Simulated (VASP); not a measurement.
Crystal: Re.

```
CELL_PARAMETERS angstrom
1.35616 -3.80193 0.00000
1.35616 3.80193 0.00000
0.00000 0.00000 2.96485
ATOMIC_POSITIONS crystal
Re 0.86700 0.13300 0.25000
Re 0.13300 0.86700 0.75000
```

- Program: VASP 6.6.1
- Task: relaxation of cell and atoms
- Functional: PBE
- Potentials or basis: VASP PAW PBE potentials, release 64 (Re)
- Cutoff: 600 eV
- k mesh: 6 × 6 × 6
- Occupations: gaussian, width 0.1 eV
- Spin: no spin polarisation

At the start: pressure 14.6 GPa; volume 15.29 Å³/atom.

Problem. How do energy, volume and symmetry change on relaxing?

Solution. Over 9 steps the energy falls by 158.1 meV/atom and the volume is 15.94 Å³/atom (+4.3 %); space group Cmcm (No. 63, to 0.05 Å).

Step by step:
```tsv
step	energy change (eV)	largest force (eV/Å)	pressure (GPa)	volume (Å³)
1	0.0000	1.1254	14.58	30.57
2	0.3162	0.4443	-34.29	37.01
3	-0.1682	0.6852	-9.54	32.83
4	-0.2005	0.8439	5.84	31.88
5	-0.3096	0.0938	-3.49	32.34
6	-0.2916	0.0549	8.52	31.11
7	-0.3144	0.0839	0.09	31.95
8	-0.3160	0.0447	0.02	31.91
9	-0.3162	0.0299	-0.01	31.89
```

Final structure:
```xyz
2
Lattice="1.4099 -4.0506 0.0000 1.4099 4.0506 0.0000 0.0000 0.0000 2.7919" Properties=species:S:1:pos:R:3 pbc="T T T"
Re    1.4099   -2.9232    0.6980
Re    1.4099    2.9232    2.0940
```

Caveat: the k points lie up to 0.39 Å⁻¹ apart in the final cell.
